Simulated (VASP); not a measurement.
Write the native input for VASP 6.6.1 that does the following.

- Task: single point
- Functional: BLYP
- Potentials or basis: VASP PAW PBE potentials, release 64 (Rh_pv)
- Cutoff: 520 eV
- k mesh: 9 × 9 × 13
- Occupations: fermi-dirac, width 0.1 eV
- Spin: no spin polarisation
- Dipole correction: no
- Further INCAR settings: ALGO = Normal; EDIFF = 1e-07; NBANDS = 30

The structure of Rh lies in POSCAR:

```
Rh
1.0
    4.4751038783      0.0000000000      0.0000000000
   -2.2375519392      3.8755536431      0.0000000000
    0.0000000000      0.0000000000      2.7488617419
Rh
3
Direct
    0.0000000000      0.0000000000      0.0000000000
    0.3333333333      0.6666666667      0.5000000000
    0.6666666667      0.3333333333      0.5000000000
```

This cell differs from its parent crystal: volume scaled by 1.04.

These files were run (other wordings do the same):

INCAR

```
PREC     = Accurate       # precision mode
ENCUT    = 520            # plane-wave cutoff, eV
EDIFF    = 1E-7           # SCF threshold, eV
ISMEAR   = -1             # smearing method
SIGMA    = 0.1            # smearing width, eV
LREAL    = F              # projectors in reciprocal space
LASPH    = T              # aspherical terms in the spheres
NELM     = 60             # most SCF steps
ALGO     = Normal         # electronic algorithm
ISIF     = 2              # what is computed and relaxed
LWAVE    = F              # write WAVECAR
LCHARG   = F              # write CHGCAR
GGA      = B5             # functional
ALDAX    = 1.0          
AGGAX    = 1.0          
AGGAC    = 1.0          
ALDAC    = 0.0          
NBANDS   = 30             # bands
```

KPOINTS

```
regular mesh
0
Gamma
  9 9 13
```

Potentials or basis: VASP PAW PBE potentials, release 64 (Rh_pv).

Launch:

```bash
$ cat potpaw_PBE.64/Rh_pv/POTCAR > POTCAR
$ mpirun -np 1 vasp_std > vasp.out
```

Results of the run:

```yaml
Pressure: -6.6 GPa
```

Caveat: the PAW data sets were made with another functional, which shifts forces and pressure a little.

Run time: 44 s on 1 thread of Intel(R) Xeon(R) 6975P-C (Granite Rapids) (shared host), peak memory 0.22 GiB.
